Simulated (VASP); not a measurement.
Here is a VASP 6.6.1 calculation.

Contents of POSCAR:

```
InP
1.0
    2.9536682130      2.9536682130      0.0000000000
   -2.9536682130      2.9536682130      0.0000000000
    0.0000000000      2.9536682130      2.9536682130
In P
1 1
Direct
    0.0000000000      0.0000000000      0.0000000000
    0.7500000000      0.2500000000      0.5000000000
```

The input INCAR.step1:

```
SYSTEM = InP
PREC = Accurate
ENCUT = 520
ISMEAR = 0
SIGMA = 0.01
LREAL = .FALSE.
LASPH = .TRUE.
NELM = 60
NBANDS = 16
GGA = PE
ALGO = Normal
EDIFF = 1E-4
LWAVE = .TRUE.
LCHARG = .FALSE.
```

INCAR.step2

```
SYSTEM = InP
PREC = Accurate
ENCUT = 520
EDIFF = 1E-7
ISMEAR = 0
SIGMA = 0.01
LREAL = .FALSE.
LASPH = .TRUE.
NELM = 60
ALGO = Normal
ISIF = 2
LWAVE = .FALSE.
LCHARG = .FALSE.
METAGGA = R2SCAN
LMIXTAU = .TRUE.
NBANDS = 16
ISTART = 1
```

The input KPOINTS:

```
regular mesh
0
G
  8 8 8
  0 0 0
```

Potentials or basis: VASP PAW PBE potentials, release 64 (In_d, P).

Run with:

```bash
$ cat potpaw_PBE.64/In_d/POTCAR potpaw_PBE.64/P/POTCAR > POTCAR
$ cp INCAR.step1 INCAR
$ mpirun -np 1 vasp_std > vasp.out
$ cp INCAR.step2 INCAR
$ mpirun -np 1 vasp_std > vasp.out
```

Q: Estimate the band gap on the k mesh.

A: 1.03 eV, direct.

Q: Estimate the pressure.

A: -0.1 GPa.

Caveat: the PAW data sets were made with another functional, which shifts forces and pressure a little; spin-orbit coupling is left out, which moves the levels of the heavy elements. r2SCAN opens gaps a little over a GGA but as a rule still falls short of measured ones.
